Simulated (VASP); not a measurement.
# Sb (R-3m) in VASP: single point with LDA

Aim: the single point of Sb with LDA.

All numbers are computed with VASP 6.6.1; they aren't measurements. Logs are shortened: lines on timing, memory, paths and dates and some standing lists are left out, and cuts for length are marked.

### 1 The cell of the first run

Symmetry: R-3m, No. 166, trigonal system. The conventional cell has a = 4.291 Å, b = 4.291 Å, c = 10.976 Å, α = 90.00°, β = 90.00°, γ = 120.00°. Within 3.8 Å of Sb (site symmetry 3m) lie 6 Sb at 2.91 to 3.27 Å.

### 2 Single point, LDA

Input file INCAR:

```
PREC = Accurate ; ENCUT = 520
EDIFF = 1E-6 ; ISMEAR = -1
SIGMA = 0.1 ; LREAL = F
LASPH = T ; NELM = 60
ALGO = Normal ; ISIF = 2
LWAVE = F ; LCHARG = F
NBANDS = 12
```

Input file KPOINTS:

```
Automatic mesh
0
Gamma
  15 15 15
```

Input file POSCAR:

```
Sb
1.0
    2.1456002546      1.2387628846      3.6587425322
   -2.1456002546      1.2387628846      3.6587425322
    0.0000000000     -2.4775257691      3.6587425322
Sb
2
Direct
    0.2359371474      0.2359371474      0.2359371474
    0.7640628526      0.7640628526      0.7640628526
```

Potentials or basis: VASP PAW LDA potentials, release 64 (Sb).

Launch:

```bash
$ cat potpaw_LDA.64/Sb/POTCAR > POTCAR
$ mpirun -np 1 vasp_std > vasp.out
```

OUTCAR:

```text
PREC = Accurate
   ENCUT = 520
   EDIFF = 1E-6
   ISMEAR = -1
   LREAL = F
   LASPH = T
   NELM = 60
   ISIF = 2

 ion  position               nearest neighbor table
   1  0.236  0.236  0.236-   2 2.91   2 2.91   2 2.91   2 3.27   2 3.27   2 3.27
   2  0.764  0.764  0.764-   1 2.91   1 2.91   1 2.91   1 3.27   1 3.27   1 3.27

  LATTYP: Found a trigonal (rhomboedric) cell.
 ALAT       =     4.4186571324
 COS(alpha) =     0.5284290837

  Lattice vectors:

 A1 = (   2.1456002546,   1.2387628846,   3.6587425322)
 A2 = (  -2.1456002546,   1.2387628846,   3.6587425322)
 A3 = (   0.0000000000,  -2.4775257691,   3.6587425322)

Analysis of symmetry for initial positions (statically):
=====================================================================
 Subroutine PRICEL returns:
 Original cell was already a primitive cell.

 Routine SETGRP: Setting up the symmetry group for a
 trigonal (rhombohedral) supercell.

 Subroutine GETGRP returns: Found 12 space group operations
 (whereof 12 operations were pure point group operations)
 out of a pool of 12 trial point group operations.

The static configuration has the point symmetry D_3d.

Analysis of symmetry for dynamics (positions and initial velocities):
=====================================================================
 Subroutine PRICEL returns:
 Original cell was already a primitive cell.

 Routine SETGRP: Setting up the symmetry group for a
 trigonal (rhombohedral) supercell.

 Subroutine GETGRP returns: Found 12 space group operations
 (whereof 12 operations were pure point group operations)
 out of a pool of 12 trial point group operations.

The dynamic configuration has the point symmetry D_3d.

 Subroutine INISYM returns: Found 12 space group operations
 (whereof 12 operations are pure point group operations),
 and found     1 'primitive' translations

----------------------------------------------------------------------------------------

                                     Primitive cell

  volume of cell :      58.3472

  direct lattice vectors                    reciprocal lattice vectors
     2.145600255  1.238762885  3.658742532     0.233035021  0.134542832  0.091105983
    -2.145600255  1.238762885  3.658742532    -0.233035021  0.134542832  0.091105983
     0.000000000 -2.477525769  3.658742532     0.000000000 -0.269085664  0.091105983

  length of vectors
     4.418657132  4.418657132  4.418657132     0.284090469  0.284090469  0.284090469

  position of ions in fractional coordinates (direct lattice)
     0.235937147  0.235937147  0.235937147
[... 83 lines left out ...]
   NFREE  =      0    steps in history (QN), initial steepest desc. (CG)
   ISIF   =      2    stress and relaxation
   ISYM   =      2    0-nonsym 1-usesym 2-fastsym
   POTIM  = 0.5000    time-step for ionic-motion
   TEBEG  =    0.0;   TEEND  =   0.0 temperature during run
   PSTRESS=    0.0 pullay stress
   NELECT =      10.0000    total number of electrons
   NUPDOWN=      -1.0000    fix difference up-down
   EMIN   =  10.00;   EMAX   =-10.00  energy-range for DOS
   EFERMI =   0.00;   METHOD = LEGACY
   ISMEAR =    -1;   SIGMA  =   0.10  broadening in eV -4-tet -1-fermi 0-gaus
   EFERMI_NEDOS =   21; number of points for ismear=-14 and -15
   IALGO  =     38    algorithm
   IMIX   =      4    mixing-type and parameters
     AMIX     =   0.40;   BMIX     =  1.00
     AMIX_MAG =   1.60;   BMIX_MAG =  1.00
  volume/ion in A,a.u.               =      29.17       196.87
  Fermi-wavevector in a.u.,A,eV,Ry     =   0.909358  1.718437 11.251088  0.826932
  Thomas-Fermi vector in A             =   2.033393
   LORBIT       =      0    0 simple, 1 ext, 2 COOP (PROOUT), +10 PAW based schemes
   GGA     = CA    functional components
   LHFCALC =     F    Hartree Fock is set to
   AEXX    =    0.0000 exact exchange contribution
   IVDW    =     0    specifies the selected vdW correction
   LEPSILON=     F    determine dielectric tensor
   LRPA    =     F    only Hartree local field effects (RPA)
 non-spin polarized calculation
  energy-cutoff  :      520.00
  volume of cell :       58.35
 maximum number of plane-waves:      1588
 NGX is ok and might be reduce to    36
   NGX = 17   NGY = 17   NGZ = 17

 number of electron      10.0000000 magnetization

 Free energy of the ion-electron system (eV)
  ---------------------------------------------------
  ext. energy  EPLUGINS =         0.00000000
  ---------------------------------------------------
  free energy    TOTEN  =        -9.63105945 eV

  energy without entropy =       -9.61869109  energy(sigma->0) =       -9.62487527

 E-fermi :   7.4752     XC(G=0):  -9.8715

 val. band max:        7.4725363975   @ k =   0.4000   0.0667   0.0667
 cond. band min:       7.5148252088   @ k =  -0.4667   0.4667   0.4000
 fundamental gap:      0.0422888112
 Fermi energy:         7.4751576098

 k-point     1 :       0.0000    0.0000    0.0000
  band No.  band energies     occupation
      1      -5.3839      2.00000
      2       2.8709      2.00000
      3       5.5296      2.00000
      4       5.6878      2.00000
      5       5.6878      2.00000
      6       9.8678      0.00000
      7      10.3740      0.00000
      8      10.3740      0.00000
      9      12.4849      0.00000
     10      12.4849      0.00000
     11      12.6556      0.00000
     12      14.0656      0.00000
[... 331 lines left out ...]
 k-point    24 :       0.2000    0.1333    0.0000
  band No.  band energies     occupation
      1      -4.9482      2.00000
      2       1.4301      2.00000
      3       4.8798      2.00000
      4       5.1148      2.00000
      5       7.1055      1.95159
      6       8.1957      0.00148
      7      10.0741      0.00000
      8      10.7025      0.00000
      9      11.6197      0.00000
     10      13.3863      0.00000
     11      13.6299      0.00000
     12      15.0106      0.00000

 [... further k-points ...]
[... 5 lines left out ...]
  --------------------------------------------------------------------------------------
  -------------------------------------------------------------------------------------
  Total        0.1198741      0.1198741      0.0698170      0.0000000      0.0000000      0.0000000
  in kB        3.2916661      3.2916661      1.9171302      0.0000000      0.0000000      0.0000000
  external PRESSURE =       2.8334875 kB  Pullay stress =       0.0000000 kB

 VOLUME and BASIS-vectors are now :
 -----------------------------------------------------------------------------
  energy-cutoff  :      520.00
  volume of cell :       58.35
      direct lattice vectors                 reciprocal lattice vectors
     2.145600255  1.238762885  3.658742532     0.233035021  0.134542832  0.091105983
    -2.145600255  1.238762885  3.658742532    -0.233035021  0.134542832  0.091105983
     0.000000000 -2.477525769  3.658742532     0.000000000 -0.269085664  0.091105983

 POSITION                                       TOTAL-FORCE (eV/Angst)
 -----------------------------------------------------------------------------------
      0.00000      0.00000      2.58970         0.000000      0.000000      0.093786
      0.00000      0.00000      8.38653         0.000000     -0.000000     -0.093786
 -----------------------------------------------------------------------------------
    total drift:                               -0.000000      0.000000     -0.000000

  FREE ENERGIE OF THE ION-ELECTRON SYSTEM (eV)
  ---------------------------------------------------
  free  energy   TOTEN  =        -9.6310594518 eV

  energy  without entropy=       -9.6186910924  energy(sigma->0) =       -9.62487527
```

stdout:

```text
POSCAR found type information on POSCAR Sb
 POSCAR found :  1 types and       2 ions
 scaLAPACK will be used
 LDA part: xc-table for (Slater(with rela. corr.)+CA(PZ))
 , standard interpolation
 POSCAR, INCAR and KPOINTS ok, starting setup
 FFT: planning ... GRIDC
 FFT: planning ... GRID_SOFT
 FFT: planning ... GRID
 WAVECAR not read
 entering main loop
```

Wall time 3.7 min (1 thread of Intel Xeon Platinum 8375C at 2.90GHz (Ice Lake), shared host); peak memory 0.31 GiB.

Results:

* Free energy: -9.6311 eV
* Pressure: 0.3 GPa
* Largest force: 0.094 eV/Å
* Band gap on the k mesh: zero (bands 5 and 6 overlap by 0.15 eV)

Forces on the atoms (eV/Å):
```
Sb   0.000  0.000  0.094
Sb   0.000  0.000 -0.094
```

Caveat: spin-orbit coupling is left out, which moves the levels of the heavy elements.
